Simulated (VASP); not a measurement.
Set up this calculation in VASP 6.6.1, as the native input.

- Task: single point
- Functional: LDA
- Potentials or basis: VASP PAW LDA potentials, release 64 (Ta_pv)
- Cutoff: 520 eV
- k mesh: 14 × 14 × 14
- Occupations: fermi-dirac, width 0.05 eV
- Spin: no spin polarisation
- Dipole correction: no
- Further INCAR settings: ALGO = Normal; EDIFF = 1e-07; NBANDS = 12

The structure of Ta lies in POSCAR:

```
Ta
1.0
   -1.6873856121      1.6873856121      1.6873856121
    1.6873856121     -1.6873856121      1.6873856121
    1.6873856121      1.6873856121     -1.6873856121
Ta
1
Direct
    0.0000000000      0.0000000000      0.0000000000
```

This cell differs from its parent crystal: volume scaled by 1.06.

The input as run:

INCAR

```
SYSTEM = Ta
PREC     = Accurate       ! precision mode
ENCUT    = 520            ! plane-wave cutoff, eV
EDIFF    = 1E-7           ! SCF threshold, eV
ISMEAR   = -1             ! smearing method
SIGMA    = 0.05           ! smearing width, eV
LREAL    = .FALSE.        ! projectors in reciprocal space
LASPH    = .TRUE.         ! aspherical terms in the spheres
NELM     = 80             ! most SCF steps
ALGO     = Normal         ! electronic algorithm
ISIF     = 2              ! what is computed and relaxed
LWAVE    = .FALSE.        ! write WAVECAR
LCHARG   = .TRUE.         ! write CHGCAR
GGA      = CA             ! functional
LELF     = .TRUE.         ! ELF
LVHAR    = .TRUE.       
NBANDS   = 12             ! bands
```

KPOINTS

```
Automatic mesh
0
G
  14 14 14
  0 0 0
```

Potentials or basis: VASP PAW LDA potentials, release 64 (Ta_pv).

Launch:

```bash
$ cat potpaw_LDA.64/Ta_pv/POTCAR > POTCAR
$ mpirun -np 1 vasp_std > vasp.out
```

Results of the run:

The pressure is -19.0 GPa.

Wall time 6.3 s on 1 thread of Intel(R) Xeon(R) 6975P-C (Granite Rapids), on a shared host, peak memory 0.14 GiB.
